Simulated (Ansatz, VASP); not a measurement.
InSe: VASP beside Ansatz

Contents of INCAR:

```
SYSTEM = InSe
  ALGO = Normal
  EDIFF = 1E-7
  ENCUT = 520
  GGA = PS
  ISIF = 2
  ISMEAR = 0
  LASPH = .TRUE.
  LCHARG = .FALSE.
  LREAL = .FALSE.
  LWAVE = .FALSE.
  NBANDS = 27
  NELM = 100
  PREC = Accurate
  SIGMA = 0.05
```

The input KPOINTS:

```
k-points
0
G
  8 8 6
  0 0 0
```

File POSCAR:

```
InSe
1.0
    5.8749264423     -2.0552742521     -0.0052948673
    5.8749264423      2.0552742521     -0.0052948673
   -1.6051187023      0.0000000000      4.2720903652
In Se
2 2
Direct
    0.8883616653      0.8883616653      0.0477864729
    0.1141973411      0.1141973411      0.9709460661
    0.6547212217      0.6547212217      0.6374867706
    0.3452787783      0.3452787783      0.3625132294
```

Input for Ansatz:

```yaml
crystal:
  lattice:
    - [5.8749264423, -2.0552742521, -0.0052948673]
    - [5.8749264423, 2.0552742521, -0.0052948673]
    - [-1.6051187023, 0.0, 4.2720903652]
  atoms:
    - { symbol: In, position: [0.8883616653, 0.8883616653, 0.0477864729] }
    - { symbol: In, position: [0.1141973411, 0.1141973411, 0.9709460661] }
    - { symbol: Se, position: [0.6547212217, 0.6547212217, 0.6374867706] }
    - { symbol: Se, position: [0.3452787783, 0.3452787783, 0.3625132294] }
basis:
  ecutwfc: 420
kpoints:
  mp_grid: { grid: [8, 8, 6] }
hamiltonian:
  xc: pbesol
scf:
  occupations: { method: gaussian, width: 0.05 }
output:
  forces: true
  stress: true
  eigenvalues: true
```

Alike in both runs: task single point; functional PBEsol; k mesh 8 × 8 × 6; occupations gaussian, width 0.05 eV; no spin polarisation.

|  | VASP | Ansatz |
| --- | --- | --- |
| version | VASP 6.6.1 | Ansatz 0.2.0 |
| potentials or method | VASP PAW PBE potentials, release 64 (In_d, Se), cutoff 520 eV | scalar-relativistic, plane waves, PAW |
| valence electrons in the cell | 38 | 58 |

|  | VASP | Ansatz | Ansatz less VASP |
| --- | --- | --- | --- |
| gap on the k mesh at the Fermi level (eV) | 0.70 | 0.71 | +0.005 |
| least direct gap on the mesh (eV) | 0.98 | 0.99 | +0.008 |
| pressure (GPa) | 0.2 | 0.2 | -0.07 |
| traceless stress, the component that is largest in VASP (GPa) | -0.46 | -0.45 | +0.009 |
| rms of the force components (eV/Å) | 0.138 | 0.134 | -0.0037 |

VASP's potentials were made for PBE, not for PBEsol. Atom by atom the forces differ by 0.010 eV/Å (rms over components). The functional is the same, so the differences come from potentials, cutoffs and numerics. VASP's potentials hold 38 valence electrons a cell and Ansatz's 58, so a difference there can come from the potentials and not from the codes.
